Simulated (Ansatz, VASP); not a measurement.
## Two plane-wave programs on Ni

INCAR

```
PREC     = Accurate       # precision mode
ENCUT    = 520            # plane-wave cutoff, eV
EDIFF    = 1E-6           # SCF threshold, eV
ISMEAR   = -1             # smearing method
SIGMA    = 0.05           # smearing width, eV
LREAL    = F              # projectors in reciprocal space
LASPH    = T              # aspherical terms in the spheres
NELM     = 150            # most SCF steps
ALGO     = Normal         # electronic algorithm
ISIF     = 2              # what is computed and relaxed
LWAVE    = F              # write WAVECAR
LCHARG   = T              # write CHGCAR
ISPIN    = 2              # spin polarisation
MAGMOM   = 0.463          # initial moments
LORBIT   = 11             # projections on sites
LMAXMIX  = 4              # l up to which the mixer works
GGA      = CA             # functional
LELF     = T              # ELF
LVHAR    = T            
NBANDS   = 15             # bands
```

File KPOINTS:

```
regular mesh
0
Gamma
  23 23 23
```

File POSCAR:

```
Ni
1.0
    2.2294604697      0.0000000000      0.0000000000
    0.0000000000      2.2294604697      0.0000000000
    0.0000000000      0.0000000000      2.2294604697
Ni
1
Direct
    0.0000000000      0.0000000000      0.0000000000
```

Input for Ansatz:

```yaml
crystal:
  lattice:
    - [2.2294604697, 0.0, 0.0]
    - [0.0, 2.2294604697, 0.0]
    - [0.0, 0.0, 2.2294604697]
  atoms:
    - { symbol: Ni, position: [0.0, 0.0, 0.0], spin: 0.463 }
hamiltonian:
  xc: lda
  pseudopotentials:
    kind: paw
    azcp:
      Ni: "pseudopotentials/Ni.paw.azcp"
basis:
  ecutwfc: 420
  fft_grid_basis: typed
kpoints:
  mp_grid: { grid: [23, 23, 23], shift: [0, 0, 0] }
magnetization:
  spin_polarized: true
scf:
  occupations: { method: fermi_dirac, width: 0.05 }
output:
  stress: true
```

Alike in both runs: task single point; functional LDA; k mesh 23 × 23 × 23; occupations fermi-dirac, width 0.05 eV; collinear spin.

|  | VASP | Ansatz |
| --- | --- | --- |
| version | VASP 6.6.1 | Ansatz 0.2.0 |
| potentials or method | VASP PAW LDA potentials, release 64 (Ni), cutoff 520 eV | plane waves (420 eV) with PAW, scalar-relativistic |
| valence electrons in the cell | 10 | 18 |

```tsv
	VASP	Ansatz	Ansatz less VASP
pressure (GPa)	8.0	8.4	+0.37
net moment per atom (μB)	0.39	0.43	+0.035
size of the moment on the site where the two differ most (μB)	0.39	0.43	+0.041
```

Ansatz warns that its potentials were made for another functional, while VASP's fit it. LDA's correlation is that of Perdew and Zunger in VASP and of Perdew and Wang (1992) in Ansatz. Site moments also hang on the region over which each program counts them. VASP's potentials hold 10 valence electrons a cell and Ansatz's 18, so a difference there can come from the potentials and not from the codes.
